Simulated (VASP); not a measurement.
# Ba (C2/m) in VASP: single point with PBEsol

Aim: the single point of Ba with PBEsol.

Program: VASP 6.6.1. These are calculated values, not measurements. Logs are shortened: lines on timing, memory, paths and dates and some standing lists are left out, and cuts for length are marked.

**1. The cell of the first run**

It takes space group C2/m (No. 12, monoclinic). Conventional cell: a = 5.315 Å, b = 5.351 Å, c = 3.888 Å, α = 90.00°, β = 91.22°, γ = 90.00°. Within 5.0 Å of Ba (site symmetry 2/m) lie 6 Ba at 3.77 to 3.89 Å.

**2. Single point, PBEsol (strained)**

Input file INCAR:

```
SYSTEM = Ba
PREC = Accurate
ENCUT = 500
EDIFF = 1E-6
ISMEAR = 0
SIGMA = 0.1
LREAL = .False.
LASPH = .True.
NELM = 120
ALGO = Normal
ISIF = 2
LWAVE = .False.
LCHARG = .False.
GGA = PS
NBANDS = 11
GGA_COMPAT = .False.
```

Input file KPOINTS:

```
regular mesh
0
Gamma
  10 10 10
  0 0 0
```

Input file POSCAR:

```
Ba
1.0
    3.7706464240     -0.0286776924      0.0127717592
   -0.0286776924      3.8881779502      0.0286776924
    0.0127717592      0.0286776924      3.7706464240
Ba
1
Direct
    0.0000000000      0.0000000000      0.0000000000
```

Potentials or basis: VASP PAW PBE potentials, release 64 (Ba_sv).

On the command line:

```sh
cat potpaw_PBE.64/Ba_sv/POTCAR > POTCAR
mpirun -np 1 vasp_std > vasp.out
```

OUTCAR:

```text
SYSTEM = Ba
   PREC = Accurate
   ENCUT = 500
   EDIFF = 1E-6
   ISMEAR = 0
   LREAL = .False.
   LASPH = .True.
   NELM = 120
   ISIF = 2
   GGA = PS

 ion  position               nearest neighbor table
   1  0.000  0.000  0.000-

  LATTYP: Found a base centered monoclinic cell.
 ALAT       =     5.3147468080
 B/A-ratio  =     1.0067387027
 C/A-ratio  =     0.7316227095
 COS(beta)  =    -0.0212206725

  Lattice vectors:

 A1 = (   3.7706464240,  -0.0286776924,   0.0127717592)
 A2 = (  -0.0127717592,  -0.0286776924,  -3.7706464240)
 A3 = (  -0.0286776924,   3.8881779502,   0.0286776924)

Analysis of symmetry for initial positions (statically):
=====================================================================
 Subroutine PRICEL returns:
 Original cell was already a primitive cell.

 Routine SETGRP: Setting up the symmetry group for a
 base centered monoclinic supercell.

 Subroutine GETGRP returns: Found  4 space group operations
 (whereof  4 operations were pure point group operations)
 out of a pool of  4 trial point group operations.

The static configuration has the point symmetry C_2h.

Analysis of symmetry for dynamics (positions and initial velocities):
=====================================================================
 Subroutine PRICEL returns:
 Original cell was already a primitive cell.

 Routine SETGRP: Setting up the symmetry group for a
 base centered monoclinic supercell.

 Subroutine GETGRP returns: Found  4 space group operations
 (whereof  4 operations were pure point group operations)
 out of a pool of  4 trial point group operations.

The dynamic configuration has the point symmetry C_2h.

 Subroutine INISYM returns: Found  4 space group operations
 (whereof  4 operations are pure point group operations),
 and found     1 'primitive' translations

----------------------------------------------------------------------------------------

                                     Primitive cell

  volume of cell :      55.2744

  direct lattice vectors                    reciprocal lattice vectors
     3.770646424 -0.028677692  0.012771759     0.265224538  0.001962929 -0.000913285
    -0.028677692  3.888177950  0.028677692     0.001962929  0.257218830 -0.001962929
     0.012771759  0.028677692  3.770646424    -0.000913285 -0.001962929  0.265224538

  length of vectors
     3.770777106  3.888389460  3.770777106     0.265233374  0.257233810  0.265233374

  position of ions in fractional coordinates (direct lattice)
     0.000000000  0.000000000  0.000000000

  ion indices of the primitive-cell ions
   primitive index   ion index
                 1           1

----------------------------------------------------------------------------------------

 KPOINTS: regular mesh

Automatic generation of k-mesh.
 Grid dimensions read from file:
 generate k-points for:   10   10   10

 Generating k-lattice:

  Cartesian coordinates                     Fractional coordinates (reciprocal lattice)
     0.026522454  0.000196293 -0.000091329     0.100000000 -0.000000000  0.000000000
     0.000196293  0.025721883 -0.000196293    -0.000000000  0.100000000  0.000000000
    -0.000091329 -0.000196293  0.026522454     0.000000000  0.000000000  0.100000000

  Length of vectors
     0.026523337  0.025723381  0.026523337

  Shift w.r.t. Gamma in fractional coordinates (k-lattice)
     0.000000000  0.000000000  0.000000000

 Subroutine IBZKPT returns following result:
 ===========================================

 Found    282 irreducible k-points:

 Following reciprocal coordinates:
            Coordinates               Weight
  0.000000  0.000000  0.000000      1.000000
  0.100000  0.000000  0.000000      4.000000
  0.200000  0.000000  0.000000      4.000000
  0.300000  0.000000 -0.000000      4.000000
  0.400000  0.000000 -0.000000      4.000000
  0.500000  0.000000 -0.000000      2.000000
[... 16 lines left out ...]
 -0.400000  0.200000  0.000000      4.000000
 -0.300000  0.200000  0.000000      4.000000
 [... further k-points ...]
   k-points           NKPTS =    282   k-points in BZ     NKDIM =    282   number of bands    NBANDS=     11
   number of dos      NEDOS =    301   number of ions     NIONS =      1
   total plane-waves  NPLWV =  21952
   dimension x,y,z NGX =    28 NGY =   28 NGZ =   28
   dimension x,y,z NGXF=    56 NGYF=   56 NGZF=   56
   ions per type =               1
   NGX,Y,Z   is equivalent  to a cutoff of  12.34, 11.97, 12.34 a.u.
   NGXF,Y,Z  is equivalent  to a cutoff of  24.69, 23.94, 24.69 a.u.
 SYSTEM =  Ba
   PREC   = accura    normal or accurate (medium, high low for compatibility)
   ISTART =      0    job   : 0-new  1-cont  2-samecut
   ICHARG =      2    charge: 1-file 2-atom 10-const
   ISPIN  =      1    spin polarized calculation?
   LNONCOLLINEAR =      F non collinear calculations
   LSORBIT =      F    spin-orbit coupling
   LASPH  =      T    aspherical Exc in radial PAW
   ENCUT  =  500.0 eV  36.75 Ry    6.06 a.u.   6.87  7.09  6.87*2*pi/ulx,y,z
   NELM   =    120;   NELMIN=  2; NELMDL= -5     # of ELM steps
   EDIFF  = 0.1E-05   stopping-criterion for ELM
   LREAL  =      F    real-space projection
   EDIFFG = 0.1E-04   stopping-criterion for IOM
   NSW    =      0    number of steps for IOM
   IBRION =     -1    ionic relax: 0-MD 1-quasi-New 2-CG
   NFREE  =      0    steps in history (QN), initial steepest desc. (CG)
   ISIF   =      2    stress and relaxation
   ISYM   =      2    0-nonsym 1-usesym 2-fastsym
   POTIM  = 0.5000    time-step for ionic-motion
   TEBEG  =    0.0;   TEEND  =   0.0 temperature during run
   PSTRESS=    0.0 pullay stress
   NELECT =      10.0000    total number of electrons
   NUPDOWN=      -1.0000    fix difference up-down
   EMIN   =  10.00;   EMAX   =-10.00  energy-range for DOS
   EFERMI =   0.00;   METHOD = LEGACY
   ISMEAR =     0;   SIGMA  =   0.10  broadening in eV -4-tet -1-fermi 0-gaus
   EFERMI_NEDOS =   21; number of points for ismear=-14 and -15
   IALGO  =     38    algorithm
   IMIX   =      4    mixing-type and parameters
     AMIX     =   0.40;   BMIX     =  1.00
     AMIX_MAG =   1.60;   BMIX_MAG =  1.00
  volume/ion in A,a.u.               =      55.27       373.01
  Fermi-wavevector in a.u.,A,eV,Ry     =   0.925906  1.749709 11.664299  0.857302
  Thomas-Fermi vector in A             =   2.051811
   LORBIT       =      0    0 simple, 1 ext, 2 COOP (PROOUT), +10 PAW based schemes
   GGA     = PS    functional components
   LHFCALC =     F    Hartree Fock is set to
   AEXX    =    0.0000 exact exchange contribution
   IVDW    =     0    specifies the selected vdW correction
   LEPSILON=     F    determine dielectric tensor
   LRPA    =     F    only Hartree local field effects (RPA)
 non-spin polarized calculation
 Gauss-broadening in eV      SIGMA  =   0.10
  energy-cutoff  :      500.00
  volume of cell :       55.27
 maximum number of plane-waves:      1420
   NGX = 13   NGY = 15   NGZ = 13

 number of electron      10.0000000 magnetization

 number of electron       9.9999999 magnetization

 Free energy of the ion-electron system (eV)
  ---------------------------------------------------
  ext. energy  EPLUGINS =         0.00000000
  ---------------------------------------------------
  free energy    TOTEN  =        -1.84368957 eV

  energy without entropy =       -1.83893442  energy(sigma->0) =       -1.84131200

 E-fermi :   1.9225     XC(G=0):  -7.9286

 val. band max:        1.9045620589   @ k =   0.5000   0.2000   0.0000
 cond. band min:       1.9250888967   @ k =   0.4000   0.5000   0.4000
 fundamental gap:      0.0205268378
 Fermi energy:         1.9225181065

 k-point     1 :       0.0000    0.0000    0.0000
  band No.  band energies     occupation
      1     -27.1030      2.00000
      2     -11.8674      2.00000
      3     -11.7679      2.00000
      4     -11.7651      2.00000
      5      -0.7029      2.00000
      6       1.8349      1.78491
      7       1.8456      1.72305
      8       7.2684      0.00000
      9       7.2801      0.00000
     10       7.5071      0.00000
     11       9.7819      0.00000

 k-point     2 :       0.1000    0.0000    0.0000
  band No.  band energies     occupation
      1     -27.0935      2.00000
      2     -11.8798      2.00000
      3     -11.8572      2.00000
      4     -11.7570      2.00000
      5      -0.5299      2.00000
      6       1.8975      1.27694
      7       2.0452      0.08286
      8       6.7652      0.00000
      9       7.0368      0.00000
     10       7.3050      0.00000
     11       9.5883      0.00000

 k-point     3 :       0.2000    0.0000    0.0000
  band No.  band energies     occupation
      1     -27.0686      2.00000
      2     -12.1599      2.00000
      3     -11.8314      2.00000
      4     -11.7319      2.00000
      5      -0.0906      2.00000
      6       2.0497      0.07202
      7       2.5970      0.00000
      8       5.8915      0.00000
      9       6.1965      0.00000
     10       7.3854      0.00000
     11       8.5316      0.00000

 k-point     4 :       0.3000    0.0000   -0.0000
  band No.  band energies     occupation
      1     -27.0374      2.00000
      2     -12.4814      2.00000
      3     -11.7988      2.00000
      4     -11.7004      2.00000
      5       0.4725      2.00000
      6       2.2581      0.00000
      7       3.1454      0.00000
      8       5.1435      0.00000
      9       5.4618      0.00000
     10       7.4898      0.00000
     11       8.0942      0.00000

 k-point     5 :       0.4000    0.0000   -0.0000
  band No.  band energies     occupation
      1     -27.0119      2.00000
      2     -12.7247      2.00000
      3     -11.7721      2.00000
      4     -11.6747      2.00000
      5       1.0326      2.00000
      6       2.4481      0.00000
      7       3.1911      0.00000
      8       4.6602      0.00000
      9       4.9840      0.00000
     10       7.5783      0.00000
     11       8.7876      0.00000
[... 211 lines left out ...]
 k-point    21 :       0.4000    0.2000   -0.0000
  band No.  band energies     occupation
      1     -26.9880      2.00000
      2     -12.6842      2.00000
      3     -12.0616      2.00000
      4     -11.6504      2.00000
      5       1.4671      2.00000
      6       2.3205      0.00000
      7       3.3041      0.00000
      8       4.9661      0.00000
      9       5.1322      0.00000
     10       6.6332      0.00000
     11       9.0097      0.00000

 k-point    22 :       0.5000    0.2000    0.0000
  band No.  band energies     occupation
      1     -26.9783      2.00000
      2     -12.7718      2.00000
      3     -12.0480      2.00000
      4     -11.6408      2.00000
      5       1.9046      1.20046
      6       1.9421      0.78229
      7       3.2717      0.00000
      8       4.9724      0.00000
      9       5.0884      0.00000
     10       6.6883      0.00000
     11       9.5466      0.00000

 k-point    23 :      -0.4000    0.2000    0.0000
  band No.  band energies     occupation
      1     -26.9881      2.00000
      2     -12.6829      2.00000
      3     -12.0592      2.00000
      4     -11.6506      2.00000
      5       1.4466      2.00000
      6       2.3068      0.00000
      7       3.2785      0.00000
      8       4.9714      0.00000
      9       5.1373      0.00000
     10       6.6474      0.00000
     11       8.9976      0.00000

 k-point    24 :      -0.3000    0.2000    0.0000
  band No.  band energies     occupation
      1     -27.0134      2.00000
      2     -12.4430      2.00000
      3     -12.0904      2.00000
      4     -11.6759      2.00000
      5       0.9418      2.00000
      6       2.4747      0.00000
      7       3.3917      0.00000
      8       4.5076      0.00000
      9       5.5937      0.00000
     10       6.5400      0.00000
     11       8.8452      0.00000

 [... further k-points ...]

------------------------ aborting loop because EDIFF is reached ----------------------------------------

  FORCE on cell =-STRESS in cart. coord.  units (eV):
  Direction    XX          YY          ZZ          XY          YZ          ZX
  --------------------------------------------------------------------------------------
  -------------------------------------------------------------------------------------
  Total        0.2047843     -0.1441408      0.2047843     -0.0320637      0.0320637      0.0136954
  in kB        5.9358566     -4.1780514      5.9358566     -0.9293950      0.9293949      0.3969737
  external PRESSURE =       2.5645540 kB  Pullay stress =       0.0000000 kB

 VOLUME and BASIS-vectors are now :
 -----------------------------------------------------------------------------
  energy-cutoff  :      500.00
  volume of cell :       55.27
      direct lattice vectors                 reciprocal lattice vectors
     3.770646424 -0.028677692  0.012771759     0.265224538  0.001962929 -0.000913285
    -0.028677692  3.888177950  0.028677692     0.001962929  0.257218830 -0.001962929
     0.012771759  0.028677692  3.770646424    -0.000913285 -0.001962929  0.265224538

 POSITION                                       TOTAL-FORCE (eV/Angst)
 -----------------------------------------------------------------------------------
      0.00000      0.00000      0.00000         0.000000     -0.000000      0.000000
 -----------------------------------------------------------------------------------
    total drift:                               -0.000000      0.000000     -0.000000

  FREE ENERGIE OF THE ION-ELECTRON SYSTEM (eV)
  ---------------------------------------------------
  free  energy   TOTEN  =        -1.8436895714 eV

  energy  without entropy=       -1.8389344201  energy(sigma->0) =       -1.84131200
```

Run time: 1.9 min. Hardware: 1 thread of Intel Xeon 8259CL, shared host; peak memory 0.28 GiB.

Results:

| Quantity | Value |
| --- | --- |
| Free energy | -1.8437 eV |
| Pressure | 0.3 GPa |
| Band gap on the k mesh | zero (bands 5 and 6 overlap by 0.18 eV) |

Caveat: the cell differs from its parent crystal (strained); the PAW data sets were made with another functional, which shifts forces and pressure a little; spin-orbit coupling is left out, which moves the levels of the heavy elements.
